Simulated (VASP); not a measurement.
Wanted: the native input for a VASP 6.6.1 run.

```yaml
Task: single point
Functional: r2SCAN
Dispersion: D3(BJ)
Potentials_or_basis: VASP PAW PBE potentials, release 64 (K_sv, Mg, F)
Cutoff: 520 eV
k_mesh: 7 × 7 × 7
Occupations: fermi-dirac, width 0.05 eV
Spin: no spin polarisation
Dipole_correction: no
Further_INCAR_settings: ALGO = Normal; EDIFF = 1e-07; NBANDS = 24
```

The system is KMgF3.

```xyz
5
Lattice="3.9625 0.0000 0.0000 0.0000 3.9625 0.0000 0.0000 0.0000 3.9625" Properties=species:S:1:pos:R:3 pbc="T T T"
K     1.9813    1.9813    1.9813
Mg    0.0000    0.0000    0.0000
F     0.0000    0.0000    1.9813
F     0.0000    1.9813    0.0000
F     1.9813    0.0000    0.0000
```

The input as run:

POSCAR

```
KMgF3
1.0
    3.9625288884      0.0000000000      0.0000000000
    0.0000000000      3.9625288884      0.0000000000
    0.0000000000      0.0000000000      3.9625288884
K Mg F
1 1 3
Direct
    0.5000000000      0.5000000000      0.5000000000
    0.0000000000      0.0000000000      0.0000000000
    0.0000000000      0.0000000000      0.5000000000
    0.0000000000      0.5000000000      0.0000000000
    0.5000000000      0.0000000000      0.0000000000
```

INCAR.step1

```
PREC = Accurate ; ENCUT = 520
ISMEAR = -1 ; SIGMA = 0.05
LREAL = F ; LASPH = T
NELM = 60 ; NBANDS = 24
GGA = PE ; ALGO = Normal
EDIFF = 1E-4 ; LWAVE = T
LCHARG = F
```

INCAR.step2

```
PREC = Accurate ; ENCUT = 520
EDIFF = 1E-7 ; ISMEAR = -1
SIGMA = 0.05 ; LREAL = F
LASPH = T ; NELM = 60
ALGO = Normal ; ISIF = 2
LWAVE = F ; LCHARG = T
METAGGA = R2SCAN ; LMIXTAU = T
IVDW = 12 ; VDW_S6 = 1.0
VDW_S8 = 0.78981345 ; VDW_A1 = 0.49484001
VDW_A2 = 5.73083694 ; LELF = T
LVHAR = T ; NBANDS = 24
ISTART = 1
```

KPOINTS

```
Automatic mesh
0
Gamma
  7 7 7
```

Potentials or basis: VASP PAW PBE potentials, release 64 (K_sv, Mg, F).

Run with:

```bash
$ cat potpaw_PBE.64/K_sv/POTCAR potpaw_PBE.64/Mg/POTCAR potpaw_PBE.64/F/POTCAR > POTCAR
$ cp INCAR.step1 INCAR
$ mpirun -np 1 vasp_std > vasp.out
$ cp INCAR.step2 INCAR
$ mpirun -np 1 vasp_std > vasp.out
```

Results of the run:

| Quantity | Value |
| --- | --- |
| Pressure | -0.6 GPa |
| Band gap on the k mesh | 8.42 eV (least direct gap 8.71 eV) |
| Dispersion energy per atom | -0.080 eV |

Caveat: the PAW data sets were made with another functional, which shifts forces and pressure a little; an odd mesh through Γ misses points on the zone boundary, where band edges can lie.

Wall time 3.1 min on 1 thread of Intel Xeon 8259CL, on a shared host, peak memory 0.2 GiB.
